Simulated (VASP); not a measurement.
## CsI: single point with PBE

The system is CsI.

```
Cs I
1.0
     4.60814    0.00000    0.00000
     0.00000    4.60814    0.00000
     0.00000    0.00000    4.60814
Cs I
1 1
Cartesian
  0.0000 0.0000 0.0000
  2.3041 2.3041 2.3041
```

```yaml
Program: VASP 6.6.1
Task: single point
Functional: PBE
Potentials_or_basis: VASP PAW PBE potentials, release 64 (Cs_sv, I)
Cutoff: 500 eV
k_mesh: 4 × 4 × 4
Occupations: methfessel-paxton, width 0.001 eV
Spin: no spin polarisation
Dipole_correction: no
Further_INCAR_settings: ALGO = Normal; EDIFF = 1e-06; NBANDS = 15
```

| Property | Result |
| --- | --- |
| Pressure | 0.5 GPa |
| Band gap on the k mesh | 3.79 eV, indirect (least direct gap 3.88 eV) |

Levels at points of the mesh, in eV from the valence-band top:
```tsv
k point	band 5	band 6	band 7	band 8	band 9	band 10	band 11	band 12
(0.00, 0.00, 0.00)	-7.13	-0.09	-0.09	-0.09	3.79	4.22	4.22	7.70
(0.50, 0.00, 0.00)	-7.08	-1.50	-0.23	-0.23	5.20	6.37	6.61	6.83
(0.50, 0.50, 0.00)	-7.04	-0.84	-0.84	0.00	4.24	4.91	6.09	6.09
(0.50, 0.50, 0.50)	-7.37	-1.24	-1.24	-1.24	7.09	7.09	7.09	7.73
```

Wall time 9.5 s on 1 thread of Intel(R) Xeon(R) Platinum 8375C CPU @ 2.90GHz (Ice Lake) (shared host), peak memory 0.2 GiB.

Caveat: spin-orbit coupling is left out, which moves the levels of the heavy elements. A k mesh can miss the band edges.
